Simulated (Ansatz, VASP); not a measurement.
**CaO: VASP beside Ansatz**

```xyz
2
Lattice="0.0000 2.4036 2.4036 2.4036 0.0000 2.4036 2.4036 2.4036 0.0000" Properties=species:S:1:pos:R:3 pbc="T T T"
Ca    0.0000    0.0000    0.0000
O     2.4036    2.4036    2.4036
```

Alike in both runs: task relaxation of cell and atoms; functional revPBE; k mesh 10 × 10 × 10; occupations fermi-dirac, width 0.05 eV; no spin polarisation.

```csv
,VASP,Ansatz
version,VASP 6.6.1,Ansatz 0.2.0
potentials or method,"VASP PAW PBE potentials, release 64 (Ca_sv, O)",Ansatz PAW
plane-wave cutoff (eV),600,420
valence electrons in the cell,16,16
```

```csv
,VASP,Ansatz,Ansatz less VASP
relaxed volume (Å³/atom),14.53,14.47,-0.062
relaxed cell length with the largest relative difference (Å),3.451,3.446,-0.0049
```

VASP's potentials were made for PBE, not for revPBE.

Noted on Ansatz's run: the plane-wave basis is chosen anew once the cell has moved, so the energies of steps on either side of that aren't comparable.
